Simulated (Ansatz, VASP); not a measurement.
## Two plane-wave programs on La

INCAR

```
SYSTEM = La
PREC = Accurate
ENCUT = 520
EDIFF = 1E-6
ISMEAR = -1
SIGMA = 0.1
LREAL = .False.
LASPH = .True.
NELM = 60
ALGO = Normal
ISIF = 2
LWAVE = .False.
LCHARG = .True.
GGA = PE
LELF = .True.
LVHAR = .True.
NBANDS = 30
```

Contents of KPOINTS:

```
regular mesh
0
Gamma
  5 5 2
  0 0 0
```

Contents of POSCAR:

```
La
1.0
    3.7726980145      0.0000000000      0.0000000000
   -1.8863490072      3.2672523214      0.0000000000
    0.0000000000      0.0000000000     12.1127038589
La
4
Direct
    0.0000000000      0.0000000000      0.0000000000
    0.0000000000      1.0000000000      0.5000000000
    0.3333333333      0.6666666667      0.7500000000
    0.6666666667      0.3333333333      0.2500000000
```

Input for Ansatz:

```yaml
crystal:
  lattice:
    - [3.7726980145, 0.0, 0.0]
    - [-1.8863490072, 3.2672523214, 0.0]
    - [0.0, 0.0, 12.1127038589]
  atoms:
    - { symbol: La, position: [0.0, 0.0, 0.0] }
    - { symbol: La, position: [0.0, 1.0, 0.5] }
    - { symbol: La, position: [0.3333333333, 0.6666666667, 0.75] }
    - { symbol: La, position: [0.6666666667, 0.3333333333, 0.25] }
hamiltonian:
  xc: pbe
  pseudopotentials:
    kind: paw
    azcp:
      La: "pseudopotentials/La.paw.azcp"
basis:
  ecutwfc: 420
  fft_grid_basis: typed
kpoints:
  mp_grid: { grid: [5, 5, 2], shift: [0, 0, 0] }
magnetization:
  spin_polarized: false
scf:
  occupations: { method: fermi_dirac, width: 0.1 }
  lower_state_search: "off"
output:
  stress: true
```

Alike in both runs: task single point; functional PBE; k mesh 5 × 5 × 2; occupations fermi-dirac, width 0.1 eV; no spin polarisation.

|  | VASP | Ansatz |
| --- | --- | --- |
| version | VASP 6.6.1 | Ansatz 0.2.0 |
| potentials or method | VASP PAW PBE potentials, release 64 (La), cutoff 520 eV | plane waves (420 eV) with PAW, scalar-relativistic |
| valence electrons in the cell | 44 | 44 |

|  | VASP | Ansatz | Ansatz less VASP |
| --- | --- | --- | --- |
| pressure (GPa) | 0.3 | 0.2 | -0.06 |
| traceless stress, the component that is largest in VASP (GPa) | -0.82 | -0.84 | -0.019 |

With one functional, cell and mesh, what is left measures potentials, basis and numerics.

The k mesh is coarse, so the values compare programs but aren't converged. Neither program's run includes spin-orbit coupling.
